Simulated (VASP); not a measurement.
# CdSe (R3m) in VASP: further runs

CdSe is run at these levels: PBEsol; tasks: single point.

All numbers are computed with VASP 6.6.1; they aren't measurements. Logs are shortened: lines on timing, memory, paths and dates and some standing lists are left out, and cuts for length are marked.

## 1. The cell of the first run

Symmetry: R3m, No. 160, trigonal system. The conventional cell has a = 4.280 Å, b = 4.280 Å, c = 10.071 Å, α = 90.00°, β = 90.00°, γ = 120.00°. Cd (site symmetry 3m) has 4 Se at 2.52 to 2.61 Å within 3.3 Å. Within 3.3 Å of Se (site symmetry 3m) lie 4 Cd at 2.52 to 2.61 Å.

## 2. Single point, PBEsol

File INCAR:

```
SYSTEM = CdSe
  ALGO = Normal
  EDIFF = 1E-7
  ENCUT = 520
  GGA = PS
  ISIF = 2
  ISMEAR = 0
  LASPH = .TRUE.
  LCHARG = .FALSE.
  LREAL = .FALSE.
  LWAVE = .FALSE.
  NBANDS = 16
  NELM = 80
  PREC = Accurate
  SIGMA = 0.05
```

File KPOINTS:

```
k-points
0
G
  10 10 10
  0 0 0
```

File POSCAR:

```
CdSe
1.0
    0.0000000000      3.0265152138      3.0265152138
    3.0265152138      0.0000000000      3.0265152138
    2.9470187475      2.9470187475      0.0794964663
Cd Se
1 1
Direct
    0.0000000000      0.0000000000      0.0000000000
    0.7500000000      0.7500000000      0.7500000000
```

Potentials or basis: VASP PAW PBE potentials, release 64 (Cd, Se).

Command:

```console
$ cat potpaw_PBE.64/Cd/POTCAR potpaw_PBE.64/Se/POTCAR > POTCAR
$ mpirun -np 1 vasp_std > vasp.out
```

OUTCAR:

```text
SYSTEM = CdSe
   EDIFF = 1E-7
   ENCUT = 520
   GGA = PS
   ISIF = 2
   ISMEAR = 0
   LASPH = .TRUE.
   LREAL = .FALSE.
   NELM = 80
   PREC = Accurate

 ion  position               nearest neighbor table
   1  0.000  0.000  0.000-   2 2.52   2 2.61   2 2.61   2 2.61
   2  0.750  0.750  0.750-   1 2.52   1 2.61   1 2.61   1 2.61

  LATTYP: Found a trigonal (rhomboedric) cell.
 ALAT       =     4.1684719844
 COS(alpha) =     0.4728527458

  Lattice vectors:

 A1 = (   2.9470187475,  -0.0794964663,  -2.9470187475)
 A2 = (  -0.0794964663,   2.9470187475,  -2.9470187475)
 A3 = (   2.9470187475,   2.9470187475,   0.0794964663)

Analysis of symmetry for initial positions (statically):
=====================================================================
 Subroutine PRICEL returns:
 Original cell was already a primitive cell.

 Routine SETGRP: Setting up the symmetry group for a
 trigonal (rhombohedral) supercell.

 Subroutine GETGRP returns: Found  6 space group operations
 (whereof  6 operations were pure point group operations)
 out of a pool of 12 trial point group operations.

The static configuration has the point symmetry C_3v.

Analysis of symmetry for dynamics (positions and initial velocities):
=====================================================================
 Subroutine PRICEL returns:
 Original cell was already a primitive cell.

 Routine SETGRP: Setting up the symmetry group for a
 trigonal (rhombohedral) supercell.

 Subroutine GETGRP returns: Found  6 space group operations
 (whereof  6 operations were pure point group operations)
 out of a pool of 12 trial point group operations.

The dynamic configuration has the point symmetry C_3v.

 Subroutine INISYM returns: Found  6 space group operations
 (whereof  6 operations are pure point group operations),
 and found     1 'primitive' translations

----------------------------------------------------------------------------------------

                                     Primitive cell

  volume of cell :      53.2600

  direct lattice vectors                    reciprocal lattice vectors
     0.000000000  3.026515214  3.026515214    -0.167465210  0.162947800  0.167465210
     3.026515214  0.000000000  3.026515214     0.162947800 -0.167465210  0.167465210
     2.947018748  2.947018748  0.079496466     0.171982620  0.171982620 -0.171982620

  length of vectors
     4.280138862  4.280138862  4.168471984     0.287473787  0.287473787  0.297882636

  position of ions in fractional coordinates (direct lattice)
     0.000000000  0.000000000  0.000000000
     0.750000000  0.750000000  0.750000000

  ion indices of the primitive-cell ions
   primitive index   ion index
                 1           1
                 2           2

----------------------------------------------------------------------------------------

 KPOINTS: k-points

Automatic generation of k-mesh.
 Grid dimensions read from file:
 generate k-points for:   10   10   10

 Generating k-lattice:

  Cartesian coordinates                     Fractional coordinates (reciprocal lattice)
    -0.016746521  0.016294780  0.016746521     0.100000000  0.000000000  0.000000000
     0.016294780 -0.016746521  0.016746521     0.000000000  0.100000000  0.000000000
     0.017198262  0.017198262 -0.017198262     0.000000000  0.000000000  0.100000000

  Length of vectors
     0.028747379  0.028747379  0.029788264

  Shift w.r.t. Gamma in fractional coordinates (k-lattice)
     0.000000000  0.000000000  0.000000000

 Subroutine IBZKPT returns following result:
 ===========================================

 Found    116 irreducible k-points:

 Following reciprocal coordinates:
            Coordinates               Weight
  0.000000  0.000000  0.000000      1.000000
  0.100000  0.000000  0.000000      6.000000
  0.200000  0.000000  0.000000      6.000000
  0.300000  0.000000  0.000000      6.000000
  0.400000  0.000000 -0.000000      6.000000
  0.500000  0.000000 -0.000000      3.000000
[... 16 lines left out ...]
  0.300000  0.300000  0.000000      6.000000
  0.400000  0.300000  0.000000     12.000000
 [... further k-points ...]
   k-points           NKPTS =    116   k-points in BZ     NKDIM =    116   number of bands    NBANDS=     16
   number of dos      NEDOS =    301   number of ions     NIONS =      2
   total plane-waves  NPLWV =  32768
   dimension x,y,z NGX =    32 NGY =   32 NGZ =   32
   dimension x,y,z NGXF=    64 NGYF=   64 NGZF=   64
   ions per type =               1   1
   NGX,Y,Z   is equivalent  to a cutoff of  12.43, 12.43, 12.76 a.u.
   NGXF,Y,Z  is equivalent  to a cutoff of  24.86, 24.86, 25.52 a.u.
 SYSTEM =  CdSe
   PREC   = accura    normal or accurate (medium, high low for compatibility)
   ISTART =      0    job   : 0-new  1-cont  2-samecut
   ICHARG =      2    charge: 1-file 2-atom 10-const
   ISPIN  =      1    spin polarized calculation?
   LNONCOLLINEAR =      F non collinear calculations
   LSORBIT =      F    spin-orbit coupling
   LASPH  =      T    aspherical Exc in radial PAW
   ENCUT  =  520.0 eV  38.22 Ry    6.18 a.u.   7.96  7.96  7.75*2*pi/ulx,y,z
   NELM   =     80;   NELMIN=  2; NELMDL= -5     # of ELM steps
   EDIFF  = 0.1E-06   stopping-criterion for ELM
   LREAL  =      F    real-space projection
   EDIFFG = 0.1E-05   stopping-criterion for IOM
   NSW    =      0    number of steps for IOM
   IBRION =     -1    ionic relax: 0-MD 1-quasi-New 2-CG
   NFREE  =      0    steps in history (QN), initial steepest desc. (CG)
   ISIF   =      2    stress and relaxation
   ISYM   =      2    0-nonsym 1-usesym 2-fastsym
   POTIM  = 0.5000    time-step for ionic-motion
   TEBEG  =    0.0;   TEEND  =   0.0 temperature during run
   PSTRESS=    0.0 pullay stress
   NELECT =      18.0000    total number of electrons
   NUPDOWN=      -1.0000    fix difference up-down
   EMIN   =  10.00;   EMAX   =-10.00  energy-range for DOS
   EFERMI =   0.00;   METHOD = LEGACY
   ISMEAR =     0;   SIGMA  =   0.05  broadening in eV -4-tet -1-fermi 0-gaus
   EFERMI_NEDOS =   21; number of points for ismear=-14 and -15
   IALGO  =     38    algorithm
   IMIX   =      4    mixing-type and parameters
     AMIX     =   0.40;   BMIX     =  1.00
     AMIX_MAG =   1.60;   BMIX_MAG =  1.00
  volume/ion in A,a.u.               =      26.63       179.71
  Fermi-wavevector in a.u.,A,eV,Ry     =   1.140334  2.154918 17.692484  1.300361
  Thomas-Fermi vector in A             =   2.277036
   LORBIT       =      0    0 simple, 1 ext, 2 COOP (PROOUT), +10 PAW based schemes
   GGA     = PS    functional components
   LHFCALC =     F    Hartree Fock is set to
   AEXX    =    0.0000 exact exchange contribution
   IVDW    =     0    specifies the selected vdW correction
   LEPSILON=     F    determine dielectric tensor
   LRPA    =     F    only Hartree local field effects (RPA)
 non-spin polarized calculation
 Gauss-broadening in eV      SIGMA  =   0.05
  energy-cutoff  :      520.00
  volume of cell :       53.26
 maximum number of plane-waves:      1446
   NGX = 15   NGY = 15   NGZ = 15

 number of electron      17.9999996 magnetization

 Free energy of the ion-electron system (eV)
  ---------------------------------------------------
  ext. energy  EPLUGINS =         0.00000000
  ---------------------------------------------------
  free energy    TOTEN  =        -6.12071177 eV

  energy without entropy =       -6.12071177  energy(sigma->0) =       -6.12071177

 E-fermi :   1.5408     XC(G=0):  -9.3511

 val. band max:        1.3286268592   @ k =   0.0000   0.0000   0.0000
 cond. band min:       1.8622129808   @ k =   0.0000   0.0000   0.0000
 fundamental gap:      0.5335861216
 Fermi energy:         1.5408352928

 k-point     1 :       0.0000    0.0000    0.0000
  band No.  band energies     occupation
      1     -11.6931      2.00000
      2      -6.8933      2.00000
      3      -6.8467      2.00000
      4      -6.8467      2.00000
      5      -6.4157      2.00000
      6      -6.4157      2.00000
[... 8 lines left out ...]
     15      12.4681      0.00000
     16      12.4681      0.00000

 k-point     2 :       0.1000    0.0000    0.0000
  band No.  band energies     occupation
      1     -11.6541      2.00000
      2      -6.8791      2.00000
      3      -6.8352      2.00000
      4      -6.8169      2.00000
      5      -6.4166      2.00000
      6      -6.4160      2.00000
[... 8 lines left out ...]
     15      11.7299      0.00000
     16      11.9589      0.00000

 k-point     3 :       0.2000    0.0000    0.0000
  band No.  band energies     occupation
      1     -11.5507      2.00000
      2      -6.8446      2.00000
      3      -6.8070      2.00000
      4      -6.7140      2.00000
      5      -6.4163      2.00000
      6      -6.4140      2.00000
[... 8 lines left out ...]
     15      11.4422      0.00000
     16      11.6722      0.00000

 k-point     4 :       0.3000    0.0000    0.0000
  band No.  band energies     occupation
      1     -11.4208      2.00000
      2      -6.8076      2.00000
      3      -6.7776      2.00000
      4      -6.5166      2.00000
      5      -6.4091      2.00000
      6      -6.4039      2.00000
[... 8 lines left out ...]
     15      11.4200      0.00000
     16      11.8493      0.00000
[... 324 lines left out ...]
 k-point    22 :      -0.2000    0.2000    0.0000
  band No.  band energies     occupation
      1     -11.3795      2.00000
      2      -6.7903      2.00000
      3      -6.7431      2.00000
      4      -6.5191      2.00000
      5      -6.4267      2.00000
      6      -6.3520      2.00000
[... 8 lines left out ...]
     15      12.5898      0.00000
     16      13.7810      0.00000

 k-point    23 :       0.3000    0.3000    0.0000
  band No.  band energies     occupation
      1     -11.3214      2.00000
      2      -6.6985      2.00000
      3      -6.6581      2.00000
      4      -6.6454      2.00000
      5      -6.3780      2.00000
      6      -6.3710      2.00000
[... 8 lines left out ...]
     15      13.1539      0.00000
     16      15.3273      0.00000

 k-point    24 :       0.4000    0.3000    0.0000
  band No.  band energies     occupation
      1     -11.2376      2.00000
      2      -6.6721      2.00000
      3      -6.6525      2.00000
      4      -6.5710      2.00000
      5      -6.3639      2.00000
      6      -6.2435      2.00000
[... 8 lines left out ...]
     15      13.5740      0.00000
     16      15.1203      0.00000

 [... further k-points ...]

------------------------ aborting loop because EDIFF is reached ----------------------------------------

  FORCE on cell =-STRESS in cart. coord.  units (eV):
  Direction    XX          YY          ZZ          XY          YZ          ZX
  --------------------------------------------------------------------------------------
  -------------------------------------------------------------------------------------
  Total        1.2716305      1.2716305      1.2716305      0.5454752     -0.5454752     -0.5454752
  in kB       38.2534276     38.2534276     38.2534276     16.4090887    -16.4090887    -16.4090887
  external PRESSURE =      38.2534276 kB  Pullay stress =       0.0000000 kB

 VOLUME and BASIS-vectors are now :
 -----------------------------------------------------------------------------
  energy-cutoff  :      520.00
  volume of cell :       53.26
      direct lattice vectors                 reciprocal lattice vectors
     0.000000000  3.026515214  3.026515214    -0.167465210  0.162947800  0.167465210
     3.026515214  0.000000000  3.026515214     0.162947800 -0.167465210  0.167465210
     2.947018748  2.947018748  0.079496466     0.171982620  0.171982620 -0.171982620

 POSITION                                       TOTAL-FORCE (eV/Angst)
 -----------------------------------------------------------------------------------
      0.00000      0.00000      0.00000        -0.260054     -0.260054      0.260054
      4.48015      4.48015      4.59940         0.260054      0.260054     -0.260054
 -----------------------------------------------------------------------------------
    total drift:                               -0.000181     -0.000181      0.000182

  FREE ENERGIE OF THE ION-ELECTRON SYSTEM (eV)
  ---------------------------------------------------
  free  energy   TOTEN  =        -6.1207117656 eV

  energy  without entropy=       -6.1207117656  energy(sigma->0) =       -6.12071177
```

Wall time 37 s (1 thread of Intel Xeon Platinum 8559C (Emerald Rapids), shared host); peak memory 0.24 GiB.

What came out:

| Property | Result |
| --- | --- |
| Free energy | -6.1207 eV |
| Pressure | 3.8 GPa |
| Largest force | 0.450 eV/Å |
| Band gap on the k mesh | 0.53 eV, direct |

Forces in eV/Å, atoms in the order of the input:
```
Cd  -0.260 -0.260  0.260
Se   0.260  0.260 -0.260
```

Stress tensor (GPa, compression positive):
```
 3.83  1.64 -1.64
 1.64  3.83 -1.64
-1.64 -1.64  3.83
```

Caveat: the PAW data sets were made with another functional, which shifts forces and pressure a little.

## 3. Single point, PBEsol

This run uses another cell than the first one, of the same volume but with other edges.

File INCAR:

```
ALGO = Normal ; EDIFF = 1E-7
ENCUT = 520 ; GGA = PS
ISIF = 2 ; ISMEAR = 0
LASPH = True ; LCHARG = False
LREAL = False ; LWAVE = False
NBANDS = 16 ; NELM = 60
PREC = Accurate ; SIGMA = 0.05
```

File KPOINTS:

```
k-points
0
Gamma
  10 10 10
```

File POSCAR:

```
CdSe
1.0
    0.0000000000      2.9465024891      2.9465024891
    2.9465024891      0.0000000000      2.9465024891
    3.0270402238      3.0270402238     -0.0805377347
Cd Se
1 1
Direct
    0.0000000000      0.0000000000      0.0000000000
    0.7500000000      0.7500000000      0.7500000000
```

Potentials or basis: VASP PAW PBE potentials, release 64 (Cd, Se).

Command:

```console
$ cat potpaw_PBE.64/Cd/POTCAR potpaw_PBE.64/Se/POTCAR > POTCAR
$ mpirun -np 1 vasp_std > vasp.out
```

It took 42 s on 1 thread of Intel Xeon Platinum 8559C (Emerald Rapids), shared host; peak memory 0.24 GiB.

The run converged. Its results:

```yaml
Free_energy: -6.1225 eV
Pressure: 3.8 GPa
Largest_force: 0.353 eV/Å
Band_gap_on_the_k_mesh: 0.54 eV, direct
```

Forces on the atoms (eV/Å):
```
Cd   0.204  0.204 -0.204
Se  -0.204 -0.204  0.204
```

Stress tensor (GPa, compression positive):
```
 3.81 -1.44  1.44
-1.44  3.81  1.44
 1.44  1.44  3.81
```

Levels at points of the mesh, in eV from the valence-band top:
```csv
k point,band 6,band 7,band 8,band 9,band 10,band 11,band 12,band 13
"(0.00, 0.00, 0.00)",-7.73,-0.17,0.00,0.00,0.54,5.47,5.98,5.98
"(0.50, 0.00, 0.00)",-7.38,-4.84,-0.96,-0.92,2.24,6.11,6.43,7.41
"(0.50, 0.50, 0.00)",-7.32,-4.44,-2.23,-2.01,2.82,3.69,9.11,10.43
"(0.00, 0.00, 0.50)",-7.43,-4.82,-0.74,-0.74,2.47,6.49,6.49,7.22
```

Caveat: the PAW data sets were made with another functional, which shifts forces and pressure a little.
